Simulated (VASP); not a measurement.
A run of VASP 6.6.1 is set up as follows.

Contents of POSCAR:

```
HfRu
1.0
    3.2330000000      0.0000000000      0.0000000000
    0.0000000000      3.2330000000      0.0000000000
    0.0000000000      0.0000000000      3.2330000000
Hf Ru
1 1
Direct
    0.0000000000      0.0000000000      0.0000000000
    0.5000000000      0.5000000000      0.5000000000
```

Contents of INCAR.step1:

```
SYSTEM = HfRu
PREC = Accurate
ENCUT = 600
ISMEAR = -1
SIGMA = 0.1
LREAL = .False.
LASPH = .True.
NELM = 100
GGA = PE
ALGO = Normal
EDIFF = 1E-4
LWAVE = .True.
LCHARG = .False.
```

Contents of INCAR.step2:

```
SYSTEM = HfRu
PREC = Accurate
ENCUT = 600
EDIFF = 1E-6
ISMEAR = -1
SIGMA = 0.1
LREAL = .False.
LASPH = .True.
NELM = 100
ALGO = Normal
ISIF = 3
LWAVE = .False.
LCHARG = .False.
METAGGA = R2SCAN
LMIXTAU = .True.
IBRION = 2
NSW = 80
EDIFFG = -0.01
ISTART = 1
```

KPOINTS

```
Automatic mesh
0
Gamma
  8 8 8
  0 0 0
```

Potentials or basis: VASP PAW PBE potentials, release 64 (Hf_pv, Ru_pv).

Command:

```console
$ cat potpaw_PBE.64/Hf_pv/POTCAR potpaw_PBE.64/Ru_pv/POTCAR > POTCAR
$ cp INCAR.step1 INCAR
$ mpirun -np 1 vasp_std > vasp.out
$ cp INCAR.step2 INCAR
$ mpirun -np 1 vasp_std > vasp.out
```

Estimate the relaxed volume.

16.77 Å³/atom.

Estimate the relaxed cell.

a = 3.225 Å, b = 3.225 Å, c = 3.225 Å, α = 90.00°, β = 90.00°, γ = 90.00°.

Step by step:
```
step  energy change (eV)  largest force (eV/Å)  pressure (GPa)  volume (Å³)
   1              0.0000                0.0000           -1.56        33.79
   2              0.0049                0.0000            3.60        33.00
   3             -0.0012                0.0000           -0.05        33.55
```

Caveat: the PAW data sets were made with another functional, which shifts forces and pressure a little.
